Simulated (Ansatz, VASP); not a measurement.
## One calculation of BAs, two programs

The input INCAR:

```
ALGO = Normal ; EDIFF = 1E-6
ENCUT = 520 ; GGA = PE
GGA_COMPAT = False ; ISIF = 2
ISMEAR = -1 ; LASPH = True
LCHARG = True ; LORBIT = 11
LORBMOM = True ; LREAL = False
LSORBIT = True ; LVHAR = True
LWAVE = False ; MAGMOM = 0 0 0 0 0 0
NBANDS = 20 ; NELM = 150
PREC = Accurate ; SIGMA = 0.05
```

KPOINTS

```
k-points
0
Gamma
  10 10 10
```

Contents of POSCAR:

```
BAs
1.0
    0.0000000000      2.3885000000      2.3885000000
    2.3885000000      0.0000000000      2.3885000000
    2.3885000000      2.3885000000      0.0000000000
As B
1 1
Direct
    0.7500000000      0.7500000000      0.7500000000
    0.0000000000      0.0000000000      0.0000000000
```

input.yaml

```yaml
crystal:
  lattice:
    - [0.0, 2.3885, 2.3885]
    - [2.3885, 0.0, 2.3885]
    - [2.3885, 2.3885, 0.0]
  atoms:
    - { symbol: As, position: [0.75, 0.75, 0.75] }
    - { symbol: B, position: [0.0, 0.0, 0.0] }
hamiltonian:
  xc: pbe
  pseudopotentials: { kind: paw_fr }
magnetization:
  noncollinear: true
  spin_orbit: true
kpoints:
  mp_grid: { grid: [10, 10, 10] }
scf:
  occupations: { method: fermi_dirac, width: 0.05 }
output:
  forces: true
  stress: true
  eigenvalues: true
```

Alike in both runs: task single point; functional PBE; k mesh 10 × 10 × 10; occupations fermi-dirac, width 0.05 eV; non-collinear spin, spin-orbit coupling.

|  | VASP | Ansatz |
| --- | --- | --- |
| version | VASP 6.6.1 | Ansatz 0.2.0 |
| potentials or method | VASP PAW PBE potentials, release 64 (As, B) | Ansatz PAW |
| plane-wave cutoff (eV) | 520 | 420 |
| valence electrons in the cell | 8 | 18 |

Ansatz gave:

- pressure (GPa): 2.8
- net moment per atom (μB): 0.00

What did VASP give for the same quantities?

Pressure (GPa): 3.5; net moment per atom (μB): 0.00.

VASP's potentials hold 8 valence electrons a cell and Ansatz's 18, so a difference there can come from the potentials and not from the codes.
